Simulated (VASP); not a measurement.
Ta, 1 atom in the cell. The structure is cubic, space group Im-3m (No. 229). Conventional cell: a = 3.303 Å, b = 3.303 Å, c = 3.303 Å, α = 90.00°, β = 90.00°, γ = 90.00°. Within 3.8 Å of Ta (site symmetry m-3m) lie 14 Ta at 2.86 to 3.30 Å. 

| Item | Value |
| --- | --- |
| Program | VASP 6.6.1 |
| Task | single point |
| Functional | PBEsol |
| Potentials or basis | VASP PAW PBE potentials, release 64 (Ta_pv) |
| Cutoff | 500 eV |
| k mesh | 12 × 12 × 12 |
| Occupations | gaussian, width 0.1 eV |
| Spin | no spin polarisation |
| Dipole correction | no |
| Further INCAR settings | ALGO = Normal; EDIFF = 1e-06; NBANDS = 12 |

Potentials or basis: VASP PAW PBE potentials, release 64 (Ta_pv).

Launch:

```sh
$ cat potpaw_PBE.64/Ta_pv/POTCAR > POTCAR
$ mpirun -np 1 vasp_std > vasp.out
```

Hardware: 1 thread of Intel(R) Xeon(R) Platinum 8488C (Sapphire Rapids), with other jobs on the host.

Estimate the wall time of this run.

It took 12 s on 1 thread of Intel(R) Xeon(R) Platinum 8488C (Sapphire Rapids), on a shared host, peak memory 0.15 GiB. Counts: scf iterations 11, k points 72.
